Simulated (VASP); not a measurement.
# K: single point with PBEsol

The system is K.

```xyz
1
Lattice="4.3108 0.0000 0.0000 0.0000 4.3108 0.0000 0.0000 0.0000 4.3108" Properties=species:S:1:pos:R:3 pbc="T T T"
K     0.0000    0.0000    0.0000
```

This cell differs from its parent crystal: volume scaled by 1.04.

```yaml
Program: VASP 6.6.1
Task: single point
Functional: PBEsol
Potentials_or_basis: VASP PAW PBE potentials, release 64 (K_sv)
Cutoff: 520 eV
k_mesh: 8 × 8 × 8
Occupations: fermi-dirac, width 0.1 eV
Spin: no spin polarisation
```

```json
{
 "Pressure": "-0.1 GPa"
}
```

Levels at points of the mesh, in eV from the Fermi level:
```
           k point  band 1  band 2  band 3  band 4  band 5  band 6  band 7  band 8  band 9
(0.00, 0.00, 0.00)  -32.22  -15.72  -15.72  -15.72   -2.06    2.88    2.88    6.15    6.15
(0.50, 0.00, 0.00)  -32.21  -15.80  -15.71  -15.71   -0.06    0.17    3.48    4.64    4.64
(0.50, 0.50, 0.00)  -32.21  -15.79  -15.79  -15.70    1.14    2.05    2.13    2.13    5.08
(0.50, 0.50, 0.50)  -32.20  -15.78  -15.78  -15.78    2.29    2.29    2.29    4.24    4.24
```

Run time: 18 s on 1 thread of Intel Xeon 6975P-C, with other jobs on the host, peak memory 0.18 GiB.

Caveat: the PAW data sets were made with another functional, which shifts forces and pressure a little.
